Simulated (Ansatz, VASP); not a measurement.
Cu, level by level in two programs

```
CELL_PARAMETERS angstrom
0.00000 1.79537 1.79537
1.79537 0.00000 1.79537
1.79537 1.79537 0.00000
ATOMIC_POSITIONS crystal
Cu 0.00000 0.00000 0.00000
```

Single points on this cell with VASP 6.6.1 and Ansatz 0.2.0. Each row is one pair of runs. Alike in all rows: spin: off; smearing: fermi-dirac, width 0.05 eV.

| level | k mesh | VASP's potentials, cutoff | Ansatz's potentials, cutoff | gap on the k mesh at the Fermi level (eV), VASP | gap on the k mesh at the Fermi level (eV), Ansatz | pressure (GPa), VASP | pressure (GPa), Ansatz |
| --- | --- | --- | --- | --- | --- | --- | --- |
| PBE exchange alone | 13 × 13 × 13 | VASP PAW PBE potentials, release 64 (Cu), 600 eV | Ansatz PAW, 420 eV | none | none | 27.5 | 27.3 |
| LDA | 13 × 13 × 13 | VASP PAW LDA potentials, release 64 (Cu), 600 eV | JTH PAW LDA, 1350 eV | none | none | -9.2 | -9.8 |
| PBE0 | 8 × 8 × 8 | VASP PAW PBE potentials, release 64 (Cu), 520 eV | Ansatz PAW, 420 eV | none | none | 5.4 | 5.5 |

Pressure (GPa): the two programs differ by at most 0.61.

VASP's potentials hold 11 valence electrons a cell and Ansatz's 19, so a difference there can come from the potentials and not from the codes.

A gap of «none» marks a metal or a gap that the smearing closes.

The k mesh is coarse in some rows, so the values compare programs but aren't converged.
